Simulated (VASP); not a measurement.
NaF: single point with PBE

The system is NaF.

```
Na F
1.0
     0.00000    2.32330    2.27683
     2.32330    0.00000    2.27683
     2.32330    2.32330    0.00000
Na F
1 1
Cartesian
  0.0000 0.0000 0.0000
  2.3233 2.3233 2.2768
```

This cell differs from its parent crystal: strain -0.0200 x Voigt [0, 0, 1, 0, 0, 0].

| Item | Value |
| --- | --- |
| Program | VASP 6.6.1 |
| Task | single point |
| Functional | PBE |
| Potentials or basis | VASP PAW PBE potentials, release 64 (Na_pv, F) |
| Cutoff | 520 eV |
| k mesh | 8 × 8 × 8 |
| Occupations | gaussian, width 0.05 eV |
| Spin | no spin polarisation |

| Property | Result |
| --- | --- |
| Pressure | 2.8 GPa |
| Band gap on the k mesh | 6.36 eV |

Stress tensor (GPa, compression positive):
```
2.09 0.00 0.00
0.00 2.09 0.00
0.00 0.00 4.08
```

Levels at points of the mesh, in eV from the valence-band top:
```
           k point  band 5  band 6  band 7  band 8  band 9  band 10
(0.00, 0.00, 0.00)    0.00    0.00    0.00    6.36   19.02    19.02
(0.50, 0.00, 0.00)   -1.61   -0.27   -0.25   10.86   12.57    20.05
(0.50, 0.50, 0.00)   -1.27   -0.43   -0.43   13.22   13.44    13.78
(0.50, 0.00, 0.50)   -1.30   -0.41   -0.38   13.16   13.42    13.70
```

It took 9.6 s on 1 thread of Intel(R) Xeon(R) Platinum 8259CL CPU @ 2.50GHz (Skylake/Cascade Lake), with other jobs on the host, peak memory 0.14 GiB.

Caveat: the cell differs from its parent crystal (strain -0.0200 x Voigt [0, 0, 1, 0, 0, 0]).
